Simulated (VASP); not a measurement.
# AlH4 (P6/mmm) in VASP: a series of runs, part 3 of 3

VASP 6.6.1. Earlier steps stand in the parts before.

## (4) Relaxation of cell and atoms, PBE

INCAR reads:

```
SYSTEM = AlH4
PREC     = Accurate       ! precision mode
ENCUT    = 600            ! plane-wave cutoff, eV
EDIFF    = 1E-6           ! SCF threshold, eV
ISMEAR   = 0              ! smearing method
SIGMA    = 0.1            ! smearing width, eV
LREAL    = .FALSE.        ! projectors in reciprocal space
LASPH    = .TRUE.         ! aspherical terms in the spheres
NELM     = 100            ! most SCF steps
ALGO     = Normal         ! electronic algorithm
ISIF     = 3              ! what is computed and relaxed
LWAVE    = .FALSE.        ! write WAVECAR
LCHARG   = .FALSE.        ! write CHGCAR
GGA      = PE             ! functional
IBRION   = 2              ! ionic algorithm
NSW      = 90             ! ionic steps
EDIFFG   = -0.04          ! ionic threshold
```

KPOINTS reads:

```
regular mesh
0
G
  6 6 6
  0 0 0
```

POSCAR reads:

```
AlH4
1.0
    3.2053692100      0.0000000000      0.0000000000
   -1.6026846100      2.7759311700      0.0000000000
    0.0000000000      0.0000000000      3.1942538500
Al H
1 4
Direct
    0.0000000000      0.0000000000      0.0000000000
    0.3333333300      0.6666666700      0.0000000000
    0.6666666700      0.3333333300      0.0000000000
    0.0000000000      0.0000000000      0.3490547300
    0.0000000000      0.0000000000      0.6509452700
```

Potentials or basis: VASP PAW PBE potentials, release 64 (Al, H).

Run with:

```sh
cat potpaw_PBE.64/Al/POTCAR potpaw_PBE.64/H/POTCAR > POTCAR
mpirun -np 1 vasp_std > vasp.out
```

OUTCAR:

```text
SYSTEM = AlH4
   PREC = Accurate
   ENCUT = 600
   EDIFF = 1E-6
   ISMEAR = 0
   LREAL = .FALSE.
   LASPH = .TRUE.
   NELM = 100
   ISIF = 3
   GGA = PE
   IBRION = 2
   NSW = 90
   EDIFFG = -0.04

 ion  position               nearest neighbor table
   1  0.000  0.000  0.000-   4 1.11   5 1.11   2 1.85   3 1.85   3 1.85   2 1.85   3 1.85   2 1.85
                             5 2.08   4 2.08
   2  0.333  0.667  0.000-   1 1.85   1 1.85   1 1.85
   3  0.667  0.333  0.000-   1 1.85   1 1.85   1 1.85
   4  0.000  0.000  0.349-   1 1.11   1 2.08
   5  0.000  0.000  0.651-   1 1.11   1 2.08

  LATTYP: Found a hexagonal cell.
 ALAT       =     3.2053692100
 C/A-ratio  =     0.9965322684

  Lattice vectors:

 A1 = (   3.2053692100,   0.0000000000,   0.0000000000)
 A2 = (  -1.6026846100,   2.7759311700,   0.0000000000)
 A3 = (   0.0000000000,   0.0000000000,   3.1942538500)

Analysis of symmetry for initial positions (statically):
=====================================================================
 Subroutine PRICEL returns:
 Original cell was already a primitive cell.

 Routine SETGRP: Setting up the symmetry group for a
 hexagonal supercell.

 Subroutine GETGRP returns: Found 24 space group operations
 (whereof 24 operations were pure point group operations)
 out of a pool of 24 trial point group operations.

The static configuration has the point symmetry D_6h.

[... 167 lines left out ...]

  energy without entropy =       -6.99797212  energy(sigma->0) =       -7.00347502

 E-fermi :   5.1450     XC(G=0):  -9.6660

 val. band max:        5.1182101447   @ k =   0.3333  -0.0000   0.1667
 cond. band min:       5.2049684821   @ k =   0.1667   0.0000   0.0000
 fundamental gap:      0.0867583374
 Fermi energy:         5.1450276086

 k-point     1 :       0.0000    0.0000    0.0000
  band No.  band energies     occupation
      1      -8.9571      2.00000
      2      -0.6595      2.00000
      3       4.4395      2.00000
      4       7.2612      0.00000
      5      11.6805      0.00000
      6      11.6805      0.00000
      7      13.3569      0.00000
[... 340 lines left out ...]
  FREE ENERGIE OF THE ION-ELECTRON SYSTEM (eV)
  ---------------------------------------------------
  free  energy   TOTEN  =       -14.8509913956 eV

  energy  without entropy=      -14.8459442683  energy(sigma->0) =      -14.84846783

[... ionic steps 4 to 8 ...]

--------------------------------------- Ionic step        9  -------------------------------------------

 number of electron       7.0000001 magnetization

------------------------ aborting loop because EDIFF is reached ----------------------------------------
[... 73 lines left out ...]
--------------------------------------- Ionic step       11  -------------------------------------------

 number of electron       7.0000001 magnetization

 Free energy of the ion-electron system (eV)
  ---------------------------------------------------
  ext. energy  EPLUGINS =         0.00000000
  ---------------------------------------------------
  free energy    TOTEN  =       -15.14698934 eV

  energy without entropy =      -15.14239636  energy(sigma->0) =      -15.14469285

 E-fermi :   1.6297     XC(G=0):  -8.1581

 val. band max:        1.5177836283   @ k =   0.3333  -0.0000   0.1667
 cond. band min:       1.6437392495   @ k =   0.3333   0.1667   0.0000
 fundamental gap:      0.1259556212
 Fermi energy:         1.6297391644

 k-point     1 :       0.0000    0.0000    0.0000
  band No.  band energies     occupation
      1      -9.1198      2.00000
      2      -3.4551      2.00000
      3      -0.2156      2.00000
      4       3.9540      0.00000
      5       9.1674      0.00000
      6       9.1674      0.00000
      7      10.6635      0.00000
[... 262 lines left out ...]
  FREE ENERGIE OF THE ION-ELECTRON SYSTEM (eV)
  ---------------------------------------------------
  free  energy   TOTEN  =       -15.1469893429 eV

  energy  without entropy=      -15.1423963584  energy(sigma->0) =      -15.14469285

 reached required accuracy - stopping structural energy minimisation
```

CONTCAR:

```text
AlH4
   1.00000000000000
     3.3208890078929421   -0.0000000002106452   -0.0000000000000000
    -1.6604445093090925    2.8759742503345440    0.0000000000000000
    -0.0000000000000000   -0.0000000000000000    4.5651391546414182
  Al              H
     1     4
Direct
     1.0000000000000000    1.0000000000000000    0.0000000000000000
     0.3333333300000021    0.6666666699999979    0.0000000000000000
     0.6666666699999979    0.3333333300000021    0.0000000000000000
     0.0000000000000000    0.0000000000000000    0.6174597149585639
     0.0000000000000000    0.0000000000000000    0.3825402850414363

  0.00000000E+00  0.00000000E+00  0.00000000E+00
  0.00000000E+00  0.00000000E+00  0.00000000E+00
  0.00000000E+00  0.00000000E+00  0.00000000E+00
  0.00000000E+00  0.00000000E+00  0.00000000E+00
  0.00000000E+00  0.00000000E+00  0.00000000E+00
```

Wall time 80 s (1 thread of Intel Xeon Platinum 8375C at 2.90GHz (Ice Lake), shared host); peak memory 0.15 GiB.

Results:

- Free energy: -15.1470 eV
- Relaxed volume: 8.72 Å³/atom
- Relaxed cell: a = 3.321 Å, b = 3.321 Å, c = 4.565 Å, α = 90.00°, β = 90.00°, γ = 120.00°
- Space group after relaxing (to 0.05 Å): P6/mmm (No. 191)
- Energy gained by relaxing: 1627.6 meV/atom
- Ionic steps: 11
- Pressure after relaxing: -0.2 GPa
- Largest force after relaxing: 0.005 eV/Å

Forces on the atoms (eV/Å):
```
Al   0.000  0.000  0.000
H    0.000  0.000  0.000
H    0.000  0.000  0.000
H    0.000  0.000  0.005
H    0.000  0.000 -0.005
```

Step by step:
```tsv
step	energy change (eV)	largest force (eV/Å)	pressure (GPa)	volume (Å³)
1	0.0000	14.8598	99.05	28.42
2	-7.5448	5.2627	7.00	43.53
3	-7.8420	0.1495	-5.93	48.03
4	-7.9389	0.1315	-4.55	47.05
5	-8.0120	0.6302	-0.60	45.28
6	-8.0171	0.3282	-1.53	45.64
7	-8.0570	0.2622	-1.75	45.28
8	-8.1353	0.0776	-0.92	44.15
9	-8.1355	0.0074	-0.50	43.95
10	-8.1361	0.0351	-0.71	44.04
11	-8.1380	0.0051	-0.18	43.60
```

Final structure:
```
CELL_PARAMETERS angstrom
3.32089 0.00000 0.00000
-1.66044 2.87597 0.00000
0.00000 0.00000 4.56514
ATOMIC_POSITIONS crystal
Al 0.00000 0.00000 0.00000
H 0.33333 0.66667 0.00000
H 0.66667 0.33333 0.00000
H 0.00000 0.00000 0.61746
H 0.00000 0.00000 0.38254
```

Levels at points of the mesh, in eV from the Fermi level:
```csv
k point,band 1,band 2,band 3,band 4,band 5,band 6,band 7
"(0.00, 0.00, 0.00)",-10.75,-5.08,-1.85,2.32,7.54,7.54,9.03
"(0.50, 0.00, 0.00)",-7.19,-6.70,-3.05,0.06,4.05,4.16,5.70
"(0.00, 0.00, 0.50)",-10.21,-7.15,1.80,2.34,5.43,7.87,7.87
"(0.50, 0.00, 0.50)",-6.60,-5.97,-5.37,0.45,2.95,4.44,8.41
```

Caveat: the k points lie up to 0.36 Å⁻¹ apart in the final cell; the volume moved by over 15 % at a fixed basis, so the end points are rough.

## (5) Single point, PBE

This run uses another cell than the first one, of 8.75 Å³/atom, 1.539 times its volume.

INCAR reads:

```
ALGO = Normal ; EDIFF = 1E-6
ENCUT = 520 ; GGA = PE
ISIF = 2 ; ISMEAR = 0
LASPH = T ; LCHARG = T
LELF = T ; LREAL = F
LVHAR = T ; LWAVE = F
NBANDS = 12 ; NELM = 100
PREC = Accurate ; SIGMA = 0.1
```

KPOINTS reads:

```
k-points
0
Gamma
  12 12 8
```

POSCAR reads:

```
AlH4
1.0
    3.3037368264      0.0000000000      0.0000000000
   -1.6518684132      2.8611200191      0.0000000000
    0.0000000000      0.0000000000      4.6265013211
Al H
1 4
Direct
    0.0000000000      0.0000000000      0.0000000000
    0.3333333333      0.6666666667      0.0000000000
    0.6666666667      0.3333333333      0.0000000000
    0.0000000000      0.0000000000      0.3918531771
    0.0000000000      0.0000000000      0.6081468229
```

Run with:

```sh
cat potpaw_PBE.64/Al/POTCAR potpaw_PBE.64/H/POTCAR > POTCAR
mpirun -np 1 vasp_std > vasp.out
```

It took 62 s on 1 thread of Intel Xeon Platinum 8375C at 2.90GHz (Ice Lake), shared host; peak memory 0.19 GiB.

Results (log left out):

* Free energy: -15.1410 eV
* Pressure: -0.2 GPa
* Largest force: 0.005 eV/Å

Forces on the atoms (eV/Å):
```
Al   0.000  0.000  0.000
H    0.000  0.000  0.000
H    0.000  0.000  0.000
H    0.000  0.000  0.005
H    0.000  0.000 -0.005
```

Levels at points of the mesh, in eV from the Fermi level:
```tsv
k point	band 1	band 2	band 3	band 4	band 5	band 6	band 7
(0.00, 0.00, 0.00)	-10.86	-5.63	-1.85	2.41	7.57	7.57	8.91
(0.50, 0.00, 0.00)	-7.40	-6.77	-3.36	0.21	3.75	4.15	5.48
(0.00, 0.00, 0.50)	-10.31	-7.54	1.93	2.43	4.66	7.89	7.89
(0.50, 0.00, 0.50)	-6.68	-6.39	-5.39	0.60	2.78	4.42	7.70
```

## (6) Relaxation of cell and atoms, PBE

This run uses another cell than the first one, of 8.78 Å³/atom, 1.544 times its volume.

INCAR reads:

```
SYSTEM = AlH4
PREC = Accurate
ENCUT = 600
EDIFF = 1E-7
ISMEAR = 0
SIGMA = 0.1
LREAL = .False.
LASPH = .True.
NELM = 80
ALGO = Normal
ISIF = 3
LWAVE = .False.
LCHARG = .False.
GGA = PE
IBRION = 2
NSW = 100
EDIFFG = -0.01
```

KPOINTS reads:

```
regular mesh
0
Gamma
  12 12 8
  0 0 0
```

POSCAR reads:

```
AlH4
1.0
    3.3217576533      0.0000000000      0.0000000000
   -1.6608788267      2.8767265130      0.0000000000
    0.0000000000      0.0000000000      4.5928624234
Al H
1 4
Direct
    0.0000000000      0.0000000000      0.0000000000
    0.3333333333      0.6666666667      0.0000000000
    0.6666666667      0.3333333333      0.0000000000
    0.0000000000      0.0000000000      0.3828289075
    0.0000000000      0.0000000000      0.6171710925
```

Potentials or basis: VASP PAW PBE potentials, release 64 (Al, H).

Run with:

```sh
cat potpaw_PBE.64/Al/POTCAR potpaw_PBE.64/H/POTCAR > POTCAR
mpirun -np 1 vasp_std > vasp.out
```

Run time: 2.6 min. Hardware: 1 thread of Intel Xeon Platinum 8375C at 2.90GHz (Ice Lake), shared host; peak memory 0.19 GiB.

Results (log left out):

```
Free energy                            : -15.1422 eV
Relaxed volume                         : 8.71 Å³/atom
Relaxed cell                           : a = 3.299 Å, b = 3.299 Å, c = 4.623 Å, α = 90.00°, β = 90.00°, γ = 120.00°
Space group after relaxing (to 0.05 Å) : P6/mmm (No. 191)
Energy gained by relaxing              : 1.9 meV/atom
Ionic steps                            : 6
Pressure after relaxing                : 0.1 GPa
Largest force after relaxing           : 0.007 eV/Å
```

Forces in eV/Å, atoms in the order of the input:
```
Al   0.000  0.000  0.000
H    0.000  0.000  0.000
H    0.000  0.000  0.000
H    0.000  0.000  0.007
H    0.000  0.000 -0.007
```

Stress tensor (GPa, compression positive):
```
0.14 0.00 0.00
0.00 0.14 0.00
0.00 0.00 0.05
```

Step by step:
| step | energy change (eV) | largest force (eV/Å) | pressure (GPa) | volume (Å³) |
| --- | --- | --- | --- | --- |
| 1 | 0.0000 | 0.1774 | -0.30 | 43.89 |
| 2 | -0.0035 | 0.1521 | -0.23 | 43.78 |
| 3 | -0.0094 | 0.0393 | 0.18 | 43.47 |
| 4 | -0.0095 | 0.0102 | 0.29 | 43.41 |
| 5 | -0.0095 | 0.0148 | 0.28 | 43.42 |
| 6 | -0.0097 | 0.0074 | 0.11 | 43.57 |

Final structure:
```
Al H
1.0
     3.29880    0.00000    0.00000
    -1.64940    2.85685    0.00000
     0.00000    0.00000    4.62300
Al H
1 4
Cartesian
  3.2988 0.0000 0.0000
  0.0000 1.9046 0.0000
  1.6494 0.9523 4.6230
  0.0000 0.0000 1.8105
  3.2988 0.0000 2.8125
```

Levels at points of the mesh, in eV from the Fermi level:
```
           k point  band 1  band 2  band 3  band 4  band 5  band 6  band 7
(0.00, 0.00, 0.00)  -10.89   -5.63   -1.86    2.42    7.61    7.61    8.93
(0.50, 0.00, 0.00)   -7.40   -6.79   -3.36    0.21    3.78    4.17    5.48
(0.00, 0.00, 0.50)  -10.34   -7.55    1.93    2.44    4.67    7.92    7.92
(0.50, 0.00, 0.50)   -6.70   -6.39   -5.40    0.61    2.78    4.44    7.72
```

## (7) Summary

```tsv
task	cell	k mesh	cutoff (eV)	gap on the mesh (eV)	pressure (GPa)	relaxed volume (Å³/atom)	largest force (eV/Å)
single point	a = 3.205, b = 3.205, c = 3.194 Å, angles 90.0, 90.0, 120.0°, 5 atoms	6 × 6 × 6	520	none	98.8	-	14.86
single point	a = 3.322, b = 3.322, c = 4.593 Å, angles 90.0, 90.0, 120.0°, 5 atoms	6 × 6 × 6	520	none	-0.3	-	-
relaxation of cell and atoms	relaxed from a = 3.205, b = 3.205, c = 3.194 Å, angles 90.0, 90.0, 120.0°, 5 atoms	6 × 6 × 6	600	none	-0.2	8.72	0.01
single point	a = 3.304, b = 3.304, c = 4.627 Å, angles 90.0, 90.0, 120.0°, 5 atoms	12 × 12 × 8	520	none	-0.2	-	-
relaxation of cell and atoms	relaxed from a = 3.322, b = 3.322, c = 4.593 Å, angles 90.0, 90.0, 120.0°, 5 atoms	12 × 12 × 8	600	none	0.1	8.71	0.01
```

Alike in all rows: level PBE; potentials or basis VASP PAW PBE potentials, release 64 (Al, H); no spin polarisation; smearing gaussian 0.1 eV.

Caveats: some runs use coarse meshes; forces of over 1 eV/Å act on the atoms, so gaps and moduli don't describe the material at rest (some runs); the volume moved by over 15 % at a fixed basis, so the end points are rough (some runs).

Total energies depend on the potentials used, so only differences within one code and one set of settings carry meaning.
